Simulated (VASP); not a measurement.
# BP (F-43m) in VASP: a series of runs

Aim: see how the results for BP move with the level of theory and the settings. Levels: r2SCAN, HSE06, PBE0, r2SCAN0. Tasks: relaxation of cell and atoms, single point.

All numbers are computed with VASP 6.6.1; they aren't measurements. Logs are shortened: lines on timing, memory, paths and dates and some standing lists are left out, and cuts for length are marked.

**1. The cell of the first run**

Symmetry: F-43m, No. 216, cubic system. Conventional cell: a = 4.548 Å, b = 4.548 Å, c = 4.548 Å, α = 90.00°, β = 90.00°, γ = 90.00°. B (site symmetry -43m) has 4 P at 1.97 Å within 2.6 Å. Within 2.6 Å of P (site symmetry -43m) lie 4 B at 1.97 Å.

**2. Relaxation of cell and atoms, r2SCAN**

File POSCAR:

```
BP
1.0
    0.0000000000      2.2741914336      2.2741914336
    2.2741914336      0.0000000000      2.2741914336
    2.2741914336      2.2741914336      0.0000000000
B P
1 1
Direct
    0.0000000000      0.0000000000      0.0000000000
    0.2500000000      0.2500000000      0.2500000000
```

File INCAR.step1:

```
ALGO     = Normal         # electronic algorithm
EDIFF    = 1E-4           # SCF threshold, eV
ENCUT    = 600            # plane-wave cutoff, eV
GGA      = PE             # functional
ISMEAR   = -1             # smearing method
LASPH    = True           # aspherical terms in the spheres
LCHARG   = False          # write CHGCAR
LREAL    = False          # projectors in reciprocal space
LWAVE    = True           # write WAVECAR
NELM     = 100            # most SCF steps
PREC     = Accurate       # precision mode
SIGMA    = 0.02           # smearing width, eV
```

File INCAR.step2:

```
ALGO     = Normal         # electronic algorithm
EDIFF    = 1E-6           # SCF threshold, eV
EDIFFG   = -0.005         # ionic threshold
ENCUT    = 600            # plane-wave cutoff, eV
IBRION   = 2              # ionic algorithm
ISIF     = 3              # what is computed and relaxed
ISMEAR   = -1             # smearing method
ISTART   = 1            
LASPH    = True           # aspherical terms in the spheres
LCHARG   = False          # write CHGCAR
LMIXTAU  = True         
LREAL    = False          # projectors in reciprocal space
LWAVE    = False          # write WAVECAR
METAGGA  = R2SCAN         # meta-GGA
NELM     = 100            # most SCF steps
NSW      = 80             # ionic steps
PREC     = Accurate       # precision mode
SIGMA    = 0.02           # smearing width, eV
```

File KPOINTS:

```
k-points
0
Gamma
  8 8 8
```

Potentials or basis: VASP PAW PBE potentials, release 64 (B, P).

The run is started by

```bash
$ cat potpaw_PBE.64/B/POTCAR potpaw_PBE.64/P/POTCAR > POTCAR
$ cp INCAR.step1 INCAR
$ mpirun -np 1 vasp_std > vasp.out
$ cp INCAR.step2 INCAR
$ mpirun -np 1 vasp_std > vasp.out
```

OUTCAR:

```text
EDIFF = 1E-6
   EDIFFG = -0.005
   ENCUT = 600
   IBRION = 2
   ISIF = 3
   ISMEAR = -1
   ISTART = 1
   LASPH = True
   LREAL = False
   METAGGA = R2SCAN
   NELM = 100
   NSW = 80
   PREC = Accurate

 ion  position               nearest neighbor table
   1  0.000  0.000  0.000-   2 1.97   2 1.97   2 1.97   2 1.97
   2  0.250  0.250  0.250-   1 1.97   1 1.97   1 1.97   1 1.97

  LATTYP: Found a face centered cubic cell.
 ALAT       =     4.5483828672

  Lattice vectors:

 A1 = (   0.0000000000,   2.2741914336,   2.2741914336)
 A2 = (   2.2741914336,   0.0000000000,   2.2741914336)
 A3 = (   2.2741914336,   2.2741914336,   0.0000000000)

Analysis of symmetry for initial positions (statically):
=====================================================================
 Subroutine PRICEL returns:
 Original cell was already a primitive cell.

 Routine SETGRP: Setting up the symmetry group for a
 face centered cubic supercell.

 Subroutine GETGRP returns: Found 24 space group operations
 (whereof 24 operations were pure point group operations)
 out of a pool of 48 trial point group operations.

The static configuration has the point symmetry T_d .

Analysis of symmetry for dynamics (positions and initial velocities):
=====================================================================
 Subroutine PRICEL returns:
 Original cell was already a primitive cell.

 Routine SETGRP: Setting up the symmetry group for a
 face centered cubic supercell.

 Subroutine GETGRP returns: Found 24 space group operations
 (whereof 24 operations were pure point group operations)
 out of a pool of 48 trial point group operations.

The dynamic configuration has the point symmetry T_d .

 Subroutine INISYM returns: Found 24 space group operations
 (whereof 24 operations are pure point group operations),
 and found     1 'primitive' translations

----------------------------------------------------------------------------------------

                                     Primitive cell

  volume of cell :      23.5240

  direct lattice vectors                    reciprocal lattice vectors
     0.000000000  2.274191434  2.274191434    -0.219858360  0.219858360  0.219858360
     2.274191434  0.000000000  2.274191434     0.219858360 -0.219858360  0.219858360
[... 98 lines left out ...]
   EMIN   =  10.00;   EMAX   =-10.00  energy-range for DOS
   EFERMI =   0.00;   METHOD = LEGACY
   ISMEAR =    -1;   SIGMA  =   0.02  broadening in eV -4-tet -1-fermi 0-gaus
   EFERMI_NEDOS =   21; number of points for ismear=-14 and -15
   IALGO  =     38    algorithm
   IMIX   =      4    mixing-type and parameters
     AMIX     =   0.40;   BMIX     =  1.00
     AMIX_MAG =   1.60;   BMIX_MAG =  1.00
  volume/ion in A,a.u.               =      11.76        79.37
  Fermi-wavevector in a.u.,A,eV,Ry     =   1.142706  2.159401 17.766172  1.305777
  Thomas-Fermi vector in A             =   2.279403
   LORBIT       =      0    0 simple, 1 ext, 2 COOP (PROOUT), +10 PAW based schemes
   METAGGA = R2SCAN    functional components
   LHFCALC =     F    Hartree Fock is set to
   AEXX    =    0.0000 exact exchange contribution
   IVDW    =     0    specifies the selected vdW correction
   LEPSILON=     F    determine dielectric tensor
   LRPA    =     F    only Hartree local field effects (RPA)
 conjugate gradient relaxation of ions
 non-spin polarized calculation
  energy-cutoff  :      600.00
  volume of cell :       23.52
 maximum number of plane-waves:       817
 NGX is ok and might be reduce to    28
   NGX = 13   NGY = 13   NGZ = 13

--------------------------------------- Ionic step        1  -------------------------------------------

 number of electron       8.0000000 magnetization

 Free energy of the ion-electron system (eV)
  ---------------------------------------------------
  ext. energy  EPLUGINS =         0.00000000
  ---------------------------------------------------
  free energy    TOTEN  =       -17.31081449 eV

  energy without entropy =      -17.31081449  energy(sigma->0) =      -17.31081449

------------------------ aborting loop because EDIFF is reached ----------------------------------------

  FORCE on cell =-STRESS in cart. coord.  units (eV):
  Direction    XX          YY          ZZ          XY          YZ          ZX
  --------------------------------------------------------------------------------------
  -------------------------------------------------------------------------------------
  Total       -0.2621430     -0.2621430     -0.2621430      0.0000000      0.0000000      0.0000000
  in kB      -17.8540960    -17.8540960    -17.8540960      0.0000000      0.0000000      0.0000000
  external PRESSURE =     -17.8540960 kB  Pullay stress =       0.0000000 kB
[... 59 lines left out ...]
--------------------------------------- Ionic step        3  -------------------------------------------

 number of electron       8.0000000 magnetization

 Free energy of the ion-electron system (eV)
  ---------------------------------------------------
  ext. energy  EPLUGINS =         0.00000000
  ---------------------------------------------------
  free energy    TOTEN  =       -17.31222193 eV

  energy without entropy =      -17.31222193  energy(sigma->0) =      -17.31222193

 E-fermi :   7.8880     XC(G=0): -11.5178

 val. band max:        7.4348528315   @ k =   0.0000   0.0000   0.0000
 cond. band min:       8.9075199512   @ k =   0.3750   0.3750   0.0000
 fundamental gap:      1.4726671197
 Fermi energy:         7.8879706814

 k-point     1 :       0.0000    0.0000    0.0000
  band No.  band energies     occupation
      1      -8.8593      2.00000
      2       7.4349      2.00000
      3       7.4349      2.00000
      4       7.4349      2.00000
      5      11.0818      0.00000
      6      11.0818      0.00000
      7      11.0818      0.00000
      8      15.5081      0.00000
[... 243 lines left out ...]
 k-point    24 :      -0.3750    0.2500    0.1250
  band No.  band energies     occupation
      1      -4.6477      2.00000
      2      -1.4977      2.00000
      3       2.6593      2.00000
      4       4.1434      2.00000
      5      11.9951      0.00000
      6      13.0077      0.00000
      7      16.3582      0.00000
      8      17.9698      0.00000

 [... further k-points ...]

------------------------ aborting loop because EDIFF is reached ----------------------------------------

  FORCE on cell =-STRESS in cart. coord.  units (eV):
  Direction    XX          YY          ZZ          XY          YZ          ZX
  --------------------------------------------------------------------------------------
  -------------------------------------------------------------------------------------
  Total        0.0005905      0.0005905      0.0005905      0.0000000      0.0000000     -0.0000000
  in kB        0.0406470      0.0406470      0.0406470      0.0000000      0.0000000     -0.0000000
  external PRESSURE =       0.0406470 kB  Pullay stress =       0.0000000 kB
[... 17 lines left out ...]
  FREE ENERGIE OF THE ION-ELECTRON SYSTEM (eV)
  ---------------------------------------------------
  free  energy   TOTEN  =       -17.3122219310 eV

  energy  without entropy=      -17.3122219310  energy(sigma->0) =      -17.31222193

 reached required accuracy - stopping structural energy minimisation
```

OUTCAR.step1:

```text
EDIFF = 1E-4
   ENCUT = 600
   GGA = PE
   ISMEAR = -1
   LASPH = True
[... 485 lines left out ...]
      0.00000      0.00000      0.00000        -0.000000     -0.000000     -0.000000
      1.13710      1.13710      1.13710         0.000000      0.000000      0.000000
 -----------------------------------------------------------------------------------
    total drift:                                0.000000      0.000000      0.000000

  FREE ENERGIE OF THE ION-ELECTRON SYSTEM (eV)
  ---------------------------------------------------
  free  energy   TOTEN  =       -12.9305989913 eV

  energy  without entropy=      -12.9305989913  energy(sigma->0) =      -12.93059899
```

OSZICAR.step1:

```text
N       E                     dE             d eps       ncg     rms          rms(c)
DAV:   1     0.140668623071E+02    0.14067E+02   -0.45030E+03   464   0.101E+03
DAV:   2    -0.133312865484E+02   -0.27398E+02   -0.26683E+02   760   0.120E+02
DAV:   3    -0.136237677812E+02   -0.29248E+00   -0.29248E+00   544   0.166E+01
DAV:   4    -0.136244795675E+02   -0.71179E-03   -0.71179E-03   712   0.829E-01
DAV:   5    -0.136244797959E+02   -0.22837E-06   -0.22834E-06   576   0.150E-02    0.713E+00
DAV:   6    -0.130270999408E+02    0.59738E+00   -0.16170E+00   512   0.695E+00    0.388E+00
DAV:   7    -0.129380856197E+02    0.89014E-01   -0.25052E-01   704   0.306E+00    0.130E+00
DAV:   8    -0.129300807210E+02    0.80049E-02   -0.27794E-02   504   0.115E+00    0.209E-01
DAV:   9    -0.129303907854E+02   -0.31006E-03   -0.47456E-04   656   0.201E-01    0.118E-01
DAV:  10    -0.129305891724E+02   -0.19839E-03   -0.29215E-04   520   0.136E-01    0.270E-02
DAV:  11    -0.129305989913E+02   -0.98188E-05   -0.11682E-05   232   0.308E-02
   1 F= -.12930599E+02 E0= -.12930599E+02  d E =-.113796E-11
```

Wall time 63 s (1 thread of Intel Xeon Platinum 8488C (Sapphire Rapids), shared host); peak memory 0.16 GiB.

Results:

```
Free energy                           : -17.3122 eV
Relaxed volume                        : 11.64 Å³/atom
Relaxed cell                          : a = 3.205 Å, b = 3.205 Å, c = 3.205 Å, α = 60.00°, β = 60.00°, γ = 60.00°
Space group after relaxing (to 0.1 Å) : F-43m (No. 216)
Energy gained by relaxing             : 0.7 meV/atom
Ionic steps                           : 3
Pressure after relaxing               : 0.0 GPa
Band gap on the k mesh                : 1.47 eV (least direct gap 3.65 eV)
```

The path:
```csv
step,energy change (eV),largest force (eV/Å),pressure (GPa),volume (Å³)
1,0.0000,0.0000,-1.79,23.52
2,-0.0005,0.0000,1.45,23.08
3,-0.0014,0.0000,0.00,23.27
```

Final structure:
```
B P
1.0
     0.00000    2.26610    2.26610
     2.26610    0.00000    2.26610
     2.26610    2.26610    0.00000
B P
1 1
Direct
  0.00000 0.00000 0.00000
  0.25000 0.25000 0.25000
```

Caveat: the PAW data sets were made with another functional, which shifts forces and pressure a little.

**3. Single point, HSE06**

This run uses another cell than the first one, of 11.58 Å³/atom.

File POSCAR:

```
BP
1.0
    0.0000000000      2.2624671590      2.2624671590
    2.2624671590      0.0000000000      2.2624671590
    2.2624671590      2.2624671590      0.0000000000
B P
1 1
Direct
    0.0000000000      0.0000000000      0.0000000000
    0.2500000000      0.2500000000      0.2500000000
```

File INCAR.step1:

```
PREC = Accurate
ENCUT = 520
EDIFF = 1E-5
ISMEAR = -1
SIGMA = 0.02
LREAL = F
LASPH = T
NELM = 100
ALGO = Normal
ISIF = 2
LWAVE = T
LCHARG = F
GGA = PE
NBANDS = 11
```

File INCAR.step2:

```
PREC = Accurate
ENCUT = 520
EDIFF = 1E-6
ISMEAR = -1
SIGMA = 0.02
LREAL = F
LASPH = T
NELM = 100
ALGO = Normal
ISIF = 2
LWAVE = F
LCHARG = F
GGA = PE
LHFCALC = T
HFSCREEN = 0.2079
PRECFOCK = Normal
ISTART = 1
NBANDS = 11
```

File KPOINTS:

```
Automatic mesh
0
Gamma
  6 6 6
```

Potentials or basis: VASP PAW PBE potentials, release 64 (B, P).

The run is started by

```bash
$ cat potpaw_PBE.64/B/POTCAR potpaw_PBE.64/P/POTCAR > POTCAR
$ cp INCAR.step1 INCAR
$ mpirun -np 1 vasp_std > vasp.out
$ cp INCAR.step2 INCAR
$ mpirun -np 1 vasp_std > vasp.out
```

OUTCAR:

```text
PREC = Accurate
   ENCUT = 520
   EDIFF = 1E-6
   ISMEAR = -1
   LREAL = F
   LASPH = T
   NELM = 100
   ISIF = 2
   GGA = PE
   LHFCALC = T
   HFSCREEN = 0.2079
   PRECFOCK = Normal
   ISTART = 1

 ion  position               nearest neighbor table
   1  0.000  0.000  0.000-   2 1.96   2 1.96   2 1.96   2 1.96
   2  0.250  0.250  0.250-   1 1.96   1 1.96   1 1.96   1 1.96

  LATTYP: Found a face centered cubic cell.
 ALAT       =     4.5249343180

  Lattice vectors:

 A1 = (   0.0000000000,   2.2624671590,   2.2624671590)
 A2 = (   2.2624671590,   0.0000000000,   2.2624671590)
 A3 = (   2.2624671590,   2.2624671590,   0.0000000000)

Analysis of symmetry for initial positions (statically):
=====================================================================
 Subroutine PRICEL returns:
 Original cell was already a primitive cell.

 Routine SETGRP: Setting up the symmetry group for a
 face centered cubic supercell.

 Subroutine GETGRP returns: Found 24 space group operations
 (whereof 24 operations were pure point group operations)
 out of a pool of 48 trial point group operations.

The static configuration has the point symmetry T_d .

Analysis of symmetry for dynamics (positions and initial velocities):
=====================================================================
 Subroutine PRICEL returns:
 Original cell was already a primitive cell.

 Routine SETGRP: Setting up the symmetry group for a
 face centered cubic supercell.

 Subroutine GETGRP returns: Found 24 space group operations
 (whereof 24 operations were pure point group operations)
 out of a pool of 48 trial point group operations.

The dynamic configuration has the point symmetry T_d .

 Subroutine INISYM returns: Found 24 space group operations
 (whereof 24 operations are pure point group operations),
 and found     1 'primitive' translations
[... 115 lines left out ...]
   NKREDX  =     1    reduce k-point grid by
   NKREDY  =     1    reduce k-point grid by
   NKREDZ  =     1    reduce k-point grid by
   AEXX    =    0.2500 exact exchange contribution
   HFSCREEN=    0.2079 screening length (either q_TF or 0.3 A-1)
   HFSCREENC=   0.2079 screening length for correlation (either q_TF or 0.3 A-1)
   ENCUTFOCK=  -1.0 apply spherical cutoff to Coloumb kernel
   IVDW    =     0    specifies the selected vdW correction
   LEPSILON=     F    determine dielectric tensor
   LRPA    =     F    only Hartree local field effects (RPA)
 non-spin polarized calculation
  energy-cutoff  :      520.00
  volume of cell :       23.16
 maximum number of plane-waves:       636
  NGX = 18; NGY = 18; NGZ = 18

 number of electron       8.0000000 magnetization

 Free energy of the ion-electron system (eV)
  ---------------------------------------------------
  ext. energy  EPLUGINS =         0.00000000
  ---------------------------------------------------
  free energy    TOTEN  =       -14.82554615 eV

  energy without entropy =      -14.82554615  energy(sigma->0) =      -14.82554615

 E-fermi :   7.5578     XC(G=0):  -9.0357

 val. band max:        7.1099009759   @ k =   0.0000   0.0000   0.0000
 cond. band min:       9.1535488215   @ k =   0.5000   0.5000   0.0000
 fundamental gap:      2.0436478456
 Fermi energy:         7.5577557879

 k-point     1 :       0.0000    0.0000    0.0000
  band No.  band energies     occupation
      1     -10.0657      2.00000
      2       7.1099      2.00000
      3       7.1099      2.00000
      4       7.1099      2.00000
      5      11.4594      0.00000
      6      11.4594      0.00000
      7      11.4594      0.00000
      8      15.9371      0.00000
      9      19.7710      0.00000
     10      20.5869      0.00000
     11      20.5869      0.00000
[... 197 lines left out ...]
 k-point    16 :      -0.3333    0.5000    0.1667
  band No.  band energies     occupation
      1      -4.3998      2.00000
      2      -2.1184      2.00000
      3       1.2750      2.00000
      4       1.4089      2.00000
      5      11.8451      0.00000
      6      12.5076      0.00000
      7      17.6832      0.00000
      8      18.3510      0.00000
      9      21.7385      0.00000
     10      25.0742      0.00000
     11      25.3982      0.00000

------------------------ aborting loop because EDIFF is reached ----------------------------------------

  FORCE on cell =-STRESS in cart. coord.  units (eV):
  Direction    XX          YY          ZZ          XY          YZ          ZX
  --------------------------------------------------------------------------------------
  -------------------------------------------------------------------------------------
  Total       -0.0825929     -0.0825929     -0.0825929      0.0000000      0.0000000      0.0000000
  in kB       -5.7131621     -5.7131621     -5.7131621      0.0000000      0.0000000      0.0000000
  external PRESSURE =      -5.7131621 kB  Pullay stress =       0.0000000 kB

 VOLUME and BASIS-vectors are now :
 -----------------------------------------------------------------------------
  energy-cutoff  :      520.00
  volume of cell :       23.16
      direct lattice vectors                 reciprocal lattice vectors
     0.000000000  2.262467159  2.262467159    -0.220997683  0.220997683  0.220997683
     2.262467159  0.000000000  2.262467159     0.220997683 -0.220997683  0.220997683
     2.262467159  2.262467159  0.000000000     0.220997683  0.220997683 -0.220997683

 POSITION                                       TOTAL-FORCE (eV/Angst)
 -----------------------------------------------------------------------------------
      0.00000      0.00000      0.00000         0.000000      0.000000      0.000000
      1.13123      1.13123      1.13123        -0.000000     -0.000000     -0.000000
 -----------------------------------------------------------------------------------
    total drift:                               -0.000000      0.000000      0.000000

  FREE ENERGIE OF THE ION-ELECTRON SYSTEM (eV)
  ---------------------------------------------------
  free  energy   TOTEN  =       -14.8255461541 eV

  energy  without entropy=      -14.8255461541  energy(sigma->0) =      -14.82554615
```

OUTCAR.step1:

```text
PREC = Accurate
   ENCUT = 520
   EDIFF = 1E-5
   ISMEAR = -1
   LREAL = F
[... 434 lines left out ...]
      0.00000      0.00000      0.00000        -0.000000     -0.000000     -0.000000
      1.13123      1.13123      1.13123         0.000000      0.000000      0.000000
 -----------------------------------------------------------------------------------
    total drift:                                0.000000      0.000000      0.000000

  FREE ENERGIE OF THE ION-ELECTRON SYSTEM (eV)
  ---------------------------------------------------
  free  energy   TOTEN  =       -12.9110846948 eV

  energy  without entropy=      -12.9110846948  energy(sigma->0) =      -12.91108469
```

It took 4.8 min on 1 thread of Intel Xeon Platinum 8488C (Sapphire Rapids), shared host; peak memory 0.24 GiB.

What came out:

| Quantity | Value |
| --- | --- |
| Free energy | -14.8255 eV |
| Pressure | -0.6 GPa |
| Band gap on the k mesh | 2.04 eV (least direct gap 4.35 eV) |

Levels at points of the mesh, in eV from the valence-band top:
| k point | band 1 | band 2 | band 3 | band 4 | band 5 | band 6 | band 7 | band 8 |
| --- | --- | --- | --- | --- | --- | --- | --- | --- |
| (0.00, 0.00, 0.00) | -17.18 | 0.00 | 0.00 | 0.00 | 4.35 | 4.35 | 4.35 | 8.83 |
| (0.50, 0.00, 0.00) | -13.48 | -10.06 | -1.94 | -1.94 | 4.79 | 5.73 | 5.73 | 11.39 |
| (0.50, 0.50, 0.00) | -11.73 | -9.62 | -4.56 | -4.56 | 2.04 | 2.40 | 13.92 | 13.92 |

Caveat: the PAW data sets were made with another functional, which shifts forces and pressure a little. A k mesh can miss the band edges.

[end of part 1 of 2]
